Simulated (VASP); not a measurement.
Write the native input for VASP 6.6.1 that does the following.

* Task: single point
* Functional: r2SCAN
* Potentials or basis: VASP PAW PBE potentials, release 64 (Zn, P, Si)
* Cutoff: 550 eV
* k mesh: 6 × 6 × 6
* Occupations: fermi-dirac, width 0.02 eV
* Spin: no spin polarisation
* Dipole correction: no
* Further INCAR settings: ALGO = Normal; EDIFF = 1e-06; NBANDS = 36

Crystal: ZnSiP2.

```
Zn P Si
1.0
    -2.68850    2.68850    5.23384
     2.68850   -2.68850    5.23384
     2.68850    2.68850   -5.23384
Zn P Si
2 4 2
Direct
  0.00000 0.00000 0.00000
  0.75000 0.25000 0.50000
  0.37500 0.39183 0.51683
  0.14183 0.62500 0.01683
  0.87500 0.85817 0.48317
  0.60817 0.12500 0.98317
  0.50000 0.50000 0.00000
  0.25000 0.75000 0.50000
```

These files were run (other wordings do the same):

POSCAR

```
ZnSiP2
1.0
   -2.6884956339      2.6884956339      5.2338435169
    2.6884956339     -2.6884956339      5.2338435169
    2.6884956339      2.6884956339     -5.2338435169
Zn P Si
2 4 2
Direct
    0.0000000000      0.0000000000      0.0000000000
    0.7500000000      0.2500000000      0.5000000000
    0.3750000000      0.3918255494      0.5168255494
    0.1418255494      0.6250000000      0.0168255494
    0.8750000000      0.8581744506      0.4831744506
    0.6081744506      0.1250000000     -0.0168255494
    0.5000000000      0.5000000000      0.0000000000
    0.2500000000      0.7500000000      0.5000000000
```

INCAR.step1

```
SYSTEM = ZnSiP2
PREC     = Accurate       ! precision mode
ENCUT    = 550            ! plane-wave cutoff, eV
ISMEAR   = -1             ! smearing method
SIGMA    = 0.02           ! smearing width, eV
LREAL    = .False.        ! projectors in reciprocal space
LASPH    = .True.         ! aspherical terms in the spheres
NELM     = 120            ! most SCF steps
NBANDS   = 36             ! bands
GGA      = PE             ! functional
ALGO     = Normal         ! electronic algorithm
EDIFF    = 1E-5           ! SCF threshold, eV
LWAVE    = .True.         ! write WAVECAR
LCHARG   = .False.        ! write CHGCAR
GGA_COMPAT= .False.
```

INCAR.step2

```
SYSTEM = ZnSiP2
PREC     = Accurate       ! precision mode
ENCUT    = 550            ! plane-wave cutoff, eV
EDIFF    = 1E-6           ! SCF threshold, eV
ISMEAR   = -1             ! smearing method
SIGMA    = 0.02           ! smearing width, eV
LREAL    = .False.        ! projectors in reciprocal space
LASPH    = .True.         ! aspherical terms in the spheres
NELM     = 120            ! most SCF steps
ALGO     = Normal         ! electronic algorithm
ISIF     = 2              ! what is computed and relaxed
LWAVE    = .False.        ! write WAVECAR
LCHARG   = .True.         ! write CHGCAR
METAGGA  = R2SCAN         ! meta-GGA
LMIXTAU  = .True.       
LELF     = .True.         ! ELF
LVHAR    = .True.       
NBANDS   = 36             ! bands
ISTART   = 1            
GGA_COMPAT= .False.
```

KPOINTS

```
Automatic mesh
0
Gamma
  6 6 6
  0 0 0
```

Potentials or basis: VASP PAW PBE potentials, release 64 (Zn, P, Si).

The run is started by

```bash
$ cat potpaw_PBE.64/Zn/POTCAR potpaw_PBE.64/P/POTCAR potpaw_PBE.64/Si/POTCAR > POTCAR
$ cp INCAR.step1 INCAR
$ mpirun -np 1 vasp_std > vasp.out
$ cp INCAR.step2 INCAR
$ mpirun -np 1 vasp_std > vasp.out
```

Results of the run:

```yaml
Pressure: -0.2 GPa
Largest_force: 0.039 eV/Å
Band_gap_on_the_k_mesh: 1.57 eV
```

Caveat: the PAW data sets were made with another functional, which shifts forces and pressure a little.

Run time: 8.9 min on 1 thread of Intel(R) Xeon(R) 6975P-C (Granite Rapids) (shared host), peak memory 0.45 GiB.
